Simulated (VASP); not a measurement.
Set up this calculation in VASP 6.6.1, as the native input.

```
Task                   : single point
Functional             : PBEsol
Dispersion             : D3(BJ)
Potentials or basis    : VASP PAW PBE potentials, release 64 (Se)
Cutoff                 : 520 eV
k mesh                 : 12 × 12 × 8
Occupations            : gaussian, width 0.03 eV
Spin                   : no spin polarisation
Dipole correction      : no
Further INCAR settings : ALGO = Normal; EDIFF = 1e-06; NBANDS = 16
```

The structure of Se lies in POSCAR:

```
Se
1.0
    3.9758927057      0.0000000000      0.0000000000
   -1.9879463528      3.4432240858      0.0000000000
    0.0000000000      0.0000000000      4.9086371344
Se
3
Direct
    0.2610773134      0.0000000000      0.3333333333
    0.0000000000      0.2610773134      0.6666666667
    0.7389226866      0.7389226866      0.0000000000
```

This cell differs from its parent crystal: c/a of the conventional cell at fixed volume 1.2346.

One way to write it, as run:

INCAR

```
PREC = Accurate
ENCUT = 520
EDIFF = 1E-6
ISMEAR = 0
SIGMA = 0.03
LREAL = False
LASPH = True
NELM = 100
ALGO = Normal
ISIF = 2
LWAVE = False
LCHARG = True
GGA = PS
IVDW = 12
LELF = True
LVHAR = True
NBANDS = 16
```

KPOINTS

```
Automatic mesh
0
Gamma
  12 12 8
```

Potentials or basis: VASP PAW PBE potentials, release 64 (Se).

Launch:

```console
$ cat potpaw_PBE.64/Se/POTCAR > POTCAR
$ mpirun -np 1 vasp_std > vasp.out
```

It gave:

| Quantity | Value |
| --- | --- |
| Pressure | 1.7 GPa |
| Largest force | 0.075 eV/Å |
| Band gap on the k mesh | 0.30 eV (least direct gap 0.69 eV) |
| Dispersion energy per atom | -0.336 eV |

Caveat: semilocal functionals underestimate gaps, and a narrow one can read as zero; the PAW data sets were made with another functional, which shifts forces and pressure a little.

Run time: 110 s on 1 thread of Oxide Virtual Turin-like Processor, on a shared host, peak memory 0.23 GiB.
